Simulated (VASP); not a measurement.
# LuH2 (Fm-3m) in VASP: notebook

The runs below take LuH2 through single point, relaxation of cell and atoms, with LDA.

All numbers are computed with VASP 6.6.1; they aren't measurements. Logs are shortened: lines on timing, memory, paths and dates and some standing lists are left out, and cuts for length are marked.

## Step 1: The cell of the first run

Symmetry: Fm-3m, No. 225, cubic system. Conventional cell: a = 4.910 Å, b = 4.910 Å, c = 4.910 Å, α = 90.00°, β = 90.00°, γ = 90.00°. Lu (site symmetry m-3m) has 8 H at 2.13 Å within 2.8 Å. H (site symmetry -43m) has 4 Lu at 2.13 Å and 6 H at 2.46 Å within 2.8 Å.

## Step 2: Single point, LDA

File INCAR:

```
  PREC = Accurate
  ENCUT = 600
  EDIFF = 1E-6
  ISMEAR = 0
  SIGMA = 0.1
  LREAL = F
  LASPH = T
  NELM = 120
  ALGO = Normal
  ISIF = 2
  LWAVE = F
  LCHARG = F
  GGA = CA
  NBANDS = 20
  GGA_COMPAT = F
```

File KPOINTS:

```
Automatic mesh
0
Gamma
  8 8 8
```

File POSCAR:

```
LuH2
1.0
    0.0000000000      2.4551651796      2.4551651796
    2.4551651796      0.0000000000      2.4551651796
    2.4551651796      2.4551651796      0.0000000000
Lu H
1 2
Direct
    0.0000000000      0.0000000000      0.0000000000
    0.2500000000      0.2500000000      0.2500000000
    0.7500000000      0.7500000000      0.7500000000
```

Potentials or basis: VASP PAW PBE potentials, release 64 (Lu, H).

Command:

```console
cat potpaw_PBE.64/Lu/POTCAR potpaw_PBE.64/H/POTCAR > POTCAR
mpirun -np 1 vasp_std > vasp.out
```

OUTCAR:

```text
PREC = Accurate
   ENCUT = 600
   EDIFF = 1E-6
   ISMEAR = 0
   LREAL = F
   LASPH = T
   NELM = 120
   ISIF = 2
   GGA = CA

 ion  position               nearest neighbor table
   1  0.000  0.000  0.000-   3 2.13   3 2.13   3 2.13   2 2.13   3 2.13   2 2.13   2 2.13   2 2.13

   2  0.250  0.250  0.250-   1 2.13   1 2.13   1 2.13   1 2.13
   3  0.750  0.750  0.750-   1 2.13   1 2.13   1 2.13   1 2.13

  LATTYP: Found a face centered cubic cell.
 ALAT       =     4.9103303592

  Lattice vectors:

 A1 = (   0.0000000000,   2.4551651796,   2.4551651796)
 A2 = (   2.4551651796,   0.0000000000,   2.4551651796)
 A3 = (   2.4551651796,   2.4551651796,   0.0000000000)

Analysis of symmetry for initial positions (statically):
=====================================================================
 Subroutine PRICEL returns:
 Original cell was already a primitive cell.

 Routine SETGRP: Setting up the symmetry group for a
 face centered cubic supercell.

 Subroutine GETGRP returns: Found 48 space group operations
 (whereof 48 operations were pure point group operations)
 out of a pool of 48 trial point group operations.

The static configuration has the point symmetry O_h .

Analysis of symmetry for dynamics (positions and initial velocities):
=====================================================================
 Subroutine PRICEL returns:
 Original cell was already a primitive cell.

 Routine SETGRP: Setting up the symmetry group for a
 face centered cubic supercell.

 Subroutine GETGRP returns: Found 48 space group operations
 (whereof 48 operations were pure point group operations)
 out of a pool of 48 trial point group operations.

The dynamic configuration has the point symmetry O_h .

 Subroutine INISYM returns: Found 48 space group operations
 (whereof 48 operations are pure point group operations),
 and found     1 'primitive' translations

----------------------------------------------------------------------------------------

                                     Primitive cell

  volume of cell :      29.5987

  direct lattice vectors                    reciprocal lattice vectors
     0.000000000  2.455165180  2.455165180    -0.203652285  0.203652285  0.203652285
     2.455165180  0.000000000  2.455165180     0.203652285 -0.203652285  0.203652285
     2.455165180  2.455165180  0.000000000     0.203652285  0.203652285 -0.203652285

  length of vectors
     3.472127895  3.472127895  3.472127895     0.352736105  0.352736105  0.352736105

  position of ions in fractional coordinates (direct lattice)
     0.000000000  0.000000000  0.000000000
     0.250000000  0.250000000  0.250000000
     0.750000000  0.750000000  0.750000000

  ion indices of the primitive-cell ions
   primitive index   ion index
                 1           1
                 2           2
                 3           3

----------------------------------------------------------------------------------------

 KPOINTS: Automatic mesh

Automatic generation of k-mesh.
 Grid dimensions read from file:
 generate k-points for:    8    8    8

 Generating k-lattice:

  Cartesian coordinates                     Fractional coordinates (reciprocal lattice)
    -0.025456536  0.025456536  0.025456536     0.125000000  0.000000000  0.000000000
     0.025456536 -0.025456536  0.025456536     0.000000000  0.125000000  0.000000000
     0.025456536  0.025456536 -0.025456536     0.000000000  0.000000000  0.125000000

  Length of vectors
     0.044092013  0.044092013  0.044092013

  Shift w.r.t. Gamma in fractional coordinates (k-lattice)
     0.000000000  0.000000000  0.000000000

 Subroutine IBZKPT returns following result:
 ===========================================

 Found     29 irreducible k-points:

 Following reciprocal coordinates:
            Coordinates               Weight
  0.000000  0.000000  0.000000      1.000000
  0.125000  0.000000  0.000000      8.000000
  0.250000  0.000000  0.000000      8.000000
  0.375000  0.000000  0.000000      8.000000
  0.500000  0.000000  0.000000      4.000000
  0.125000  0.125000  0.000000      6.000000
[... 16 lines left out ...]
  0.500000  0.250000  0.125000     48.000000
 -0.375000  0.250000  0.125000     24.000000
 [... further k-points ...]
   k-points           NKPTS =     29   k-points in BZ     NKDIM =     29   number of bands    NBANDS=     20
   number of dos      NEDOS =    301   number of ions     NIONS =      3
   total plane-waves  NPLWV =  21952
   dimension x,y,z NGX =    28 NGY =   28 NGZ =   28
   dimension x,y,z NGXF=    56 NGYF=   56 NGZF=   56
   ions per type =               1   2
   NGX,Y,Z   is equivalent  to a cutoff of  13.41, 13.41, 13.41 a.u.
   NGXF,Y,Z  is equivalent  to a cutoff of  26.81, 26.81, 26.81 a.u.
 SYSTEM =  unknown system
   PREC   = accura    normal or accurate (medium, high low for compatibility)
   ISTART =      0    job   : 0-new  1-cont  2-samecut
   ICHARG =      2    charge: 1-file 2-atom 10-const
   ISPIN  =      1    spin polarized calculation?
   LNONCOLLINEAR =      F non collinear calculations
   LSORBIT =      F    spin-orbit coupling
   LASPH  =      T    aspherical Exc in radial PAW
   ENCUT  =  600.0 eV  44.10 Ry    6.64 a.u.   6.93  6.93  6.93*2*pi/ulx,y,z
   NELM   =    120;   NELMIN=  2; NELMDL= -5     # of ELM steps
   EDIFF  = 0.1E-05   stopping-criterion for ELM
   LREAL  =      F    real-space projection
   EDIFFG = 0.1E-04   stopping-criterion for IOM
   NSW    =      0    number of steps for IOM
   IBRION =     -1    ionic relax: 0-MD 1-quasi-New 2-CG
   NFREE  =      0    steps in history (QN), initial steepest desc. (CG)
   ISIF   =      2    stress and relaxation
   ISYM   =      2    0-nonsym 1-usesym 2-fastsym
   POTIM  = 0.5000    time-step for ionic-motion
   TEBEG  =    0.0;   TEEND  =   0.0 temperature during run
   PSTRESS=    0.0 pullay stress
   NELECT =      27.0000    total number of electrons
   NUPDOWN=      -1.0000    fix difference up-down
   EMIN   =  10.00;   EMAX   =-10.00  energy-range for DOS
   EFERMI =   0.00;   METHOD = LEGACY
   ISMEAR =     0;   SIGMA  =   0.10  broadening in eV -4-tet -1-fermi 0-gaus
   EFERMI_NEDOS =   21; number of points for ismear=-14 and -15
   IALGO  =     38    algorithm
   IMIX   =      4    mixing-type and parameters
     AMIX     =   0.40;   BMIX     =  1.00
     AMIX_MAG =   1.60;   BMIX_MAG =  1.00
  volume/ion in A,a.u.               =       9.87        66.58
  Fermi-wavevector in a.u.,A,eV,Ry     =   1.587713  3.000343 34.298015  2.520833
  Thomas-Fermi vector in A             =   2.686828
   LORBIT       =      0    0 simple, 1 ext, 2 COOP (PROOUT), +10 PAW based schemes
   GGA     = CA    functional components
   LHFCALC =     F    Hartree Fock is set to
   AEXX    =    0.0000 exact exchange contribution
   IVDW    =     0    specifies the selected vdW correction
   LEPSILON=     F    determine dielectric tensor
   LRPA    =     F    only Hartree local field effects (RPA)
 non-spin polarized calculation
 Gauss-broadening in eV      SIGMA  =   0.10
  energy-cutoff  :      600.00
  volume of cell :       29.60
 maximum number of plane-waves:       999
   NGX = 13   NGY = 13   NGZ = 13

 number of electron      26.9999999 magnetization

 Free energy of the ion-electron system (eV)
  ---------------------------------------------------
  ext. energy  EPLUGINS =         0.00000000
  ---------------------------------------------------
  free energy    TOTEN  =       -14.06216590 eV

  energy without entropy =      -14.05489411  energy(sigma->0) =      -14.05853000

 E-fermi :   2.6447     XC(G=0): -11.7573

 val. band max:        2.4751882618   @ k =   0.0000   0.0000   0.0000
 cond. band min:       2.6562580114   @ k =   0.3750   0.2500   0.0000
 fundamental gap:      0.1810697496
 Fermi energy:         2.6447082930

 k-point     1 :       0.0000    0.0000    0.0000
  band No.  band energies     occupation
      1     -52.9934      2.00000
      2     -23.6727      2.00000
      3     -23.6727      2.00000
      4     -23.6727      2.00000
      5      -6.8614      2.00000
      6      -2.5158      2.00000
[... 12 lines left out ...]
     19      13.3794      0.00000
     20      15.5555      0.00000

 k-point     2 :       0.1250    0.0000    0.0000
  band No.  band energies     occupation
      1     -52.9887      2.00000
      2     -23.7640      2.00000
      3     -23.6836      2.00000
      4     -23.6836      2.00000
      5      -6.4675      2.00000
      6      -2.5234      2.00000
[... 12 lines left out ...]
     19      11.9909      0.00000
     20      16.4679      0.00000

 k-point     3 :       0.2500    0.0000    0.0000
  band No.  band energies     occupation
      1     -52.9772      2.00000
      2     -23.9766      2.00000
      3     -23.7097      2.00000
      4     -23.7097      2.00000
      5      -5.4725      2.00000
      6      -2.5366      2.00000
[... 12 lines left out ...]
     19      11.3262      0.00000
     20      14.2379      0.00000

 k-point     4 :       0.3750    0.0000    0.0000
  band No.  band energies     occupation
      1     -52.9657      2.00000
      2     -24.1793      2.00000
      3     -23.7356      2.00000
      4     -23.7356      2.00000
      5      -4.4858      2.00000
      6      -2.5068      2.00000
[... 12 lines left out ...]
     19      11.0315      0.00000
     20      13.4061      0.00000

 k-point     5 :       0.5000    0.0000    0.0000
  band No.  band energies     occupation
      1     -52.9609      2.00000
      2     -24.2606      2.00000
      3     -23.7463      2.00000
      4     -23.7463      2.00000
      5      -4.1546      2.00000
      6      -2.4636      2.00000
[... 12 lines left out ...]
     19       9.6973      0.00000
     20      14.5857      0.00000
[... 353 lines left out ...]
      6      -2.4065      2.00000
[... 12 lines left out ...]
     19       9.7320      0.00000
     20      10.5579      0.00000

 k-point    22 :       0.3750    0.2500    0.1250
  band No.  band energies     occupation
      1     -52.9686      2.00000
      2     -24.0314      2.00000
      3     -23.8143      2.00000
      4     -23.7441      2.00000
      5      -4.5756      2.00000
      6      -2.5672      2.00000
[... 12 lines left out ...]
     19      11.7450      0.00000
     20      12.8103      0.00000

 k-point    23 :       0.5000    0.2500    0.1250
  band No.  band energies     occupation
      1     -52.9594      2.00000
      2     -24.1361      2.00000
      3     -23.8828      2.00000
      4     -23.7751      2.00000
      5      -3.6037      2.00000
      6      -2.5420      2.00000
[... 12 lines left out ...]
     19      11.4803      0.00000
     20      12.7335      0.00000

 k-point    24 :      -0.3750    0.2500    0.1250
  band No.  band energies     occupation
      1     -52.9555      2.00000
      2     -24.1796      2.00000
      3     -23.9065      2.00000
      4     -23.7914      2.00000
      5      -3.3063      2.00000
      6      -2.4757      2.00000
[... 12 lines left out ...]
     19      11.4072      0.00000
     20      12.8599      0.00000

 [... further k-points ...]

------------------------ aborting loop because EDIFF is reached ----------------------------------------

  FORCE on cell =-STRESS in cart. coord.  units (eV):
  Direction    XX          YY          ZZ          XY          YZ          ZX
  --------------------------------------------------------------------------------------
  -------------------------------------------------------------------------------------
  Total        0.1451140      0.1451140      0.1451140     -0.0000000     -0.0000000      0.0000000
  in kB        7.8550299      7.8550299      7.8550299     -0.0000000     -0.0000000      0.0000000
  external PRESSURE =       7.8550299 kB  Pullay stress =       0.0000000 kB

 VOLUME and BASIS-vectors are now :
 -----------------------------------------------------------------------------
  energy-cutoff  :      600.00
  volume of cell :       29.60
      direct lattice vectors                 reciprocal lattice vectors
     0.000000000  2.455165180  2.455165180    -0.203652285  0.203652285  0.203652285
     2.455165180  0.000000000  2.455165180     0.203652285 -0.203652285  0.203652285
     2.455165180  2.455165180  0.000000000     0.203652285  0.203652285 -0.203652285

 POSITION                                       TOTAL-FORCE (eV/Angst)
 -----------------------------------------------------------------------------------
      0.00000      0.00000      0.00000        -0.000000      0.000000     -0.000000
      1.22758      1.22758      1.22758        -0.000000     -0.000000      0.000000
      3.68275      3.68275      3.68275         0.000000      0.000000     -0.000000
 -----------------------------------------------------------------------------------
    total drift:                               -0.000000     -0.000000      0.000000

  FREE ENERGIE OF THE ION-ELECTRON SYSTEM (eV)
  ---------------------------------------------------
  free  energy   TOTEN  =       -14.0621658987 eV

  energy  without entropy=      -14.0548941060  energy(sigma->0) =      -14.05853000
```

Wall time 12 s (1 thread of AMD EPYC 9R45 (Zen 5), shared host); peak memory 0.14 GiB.

What came out:

```yaml
Free_energy: -14.0622 eV
Pressure: 0.8 GPa
Band_gap_on_the_k_mesh: zero (an odd number of electrons rules out a gap without spin polarisation)
```

Caveat: the PAW data sets were made with another functional, which shifts forces and pressure a little; spin-orbit coupling is left out, which moves the levels of the heavy elements.

(Part 1 of 2 ends here.)

The gap in the log of VASP goes by the Fermi energy; the results here count the filled bands.